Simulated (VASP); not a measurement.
Crystal: SnO.

```
CELL_PARAMETERS angstrom
0.00000 2.70821 2.70821
2.70821 0.00000 2.70821
2.70821 2.70821 0.00000
ATOMIC_POSITIONS crystal
Sn 0.00000 0.00000 0.00000
O 0.25000 0.25000 0.25000
```

Base run:

- Program: VASP 6.6.1
- Functional: r2SCAN
- Potentials or basis: VASP PAW PBE potentials, release 64 (Sn_d, O)
- Cutoff: 520 eV
- k mesh: 8 × 8 × 8
- Occupations: fermi-dirac, width 0.02 eV
- Spin: no spin polarisation

Its results: band gap on the k mesh zero (band 10 reaches 6.13 eV, above the bottom of band 11 at 5.94 eV); pressure 0.3 GPa.

Question: The run is repeated on the same cell with these changes: functional from r2SCAN to PBE. What comes out?

Answer: Band gap on the k mesh zero (band 10 reaches 6.18 eV, above the bottom of band 11 at 5.99 eV); pressure 2.4 GPa.

Caveats: spin-orbit coupling is left out, which moves the levels of the heavy elements; the PAW data sets were made with another functional, which shifts forces and pressure a little (some runs).
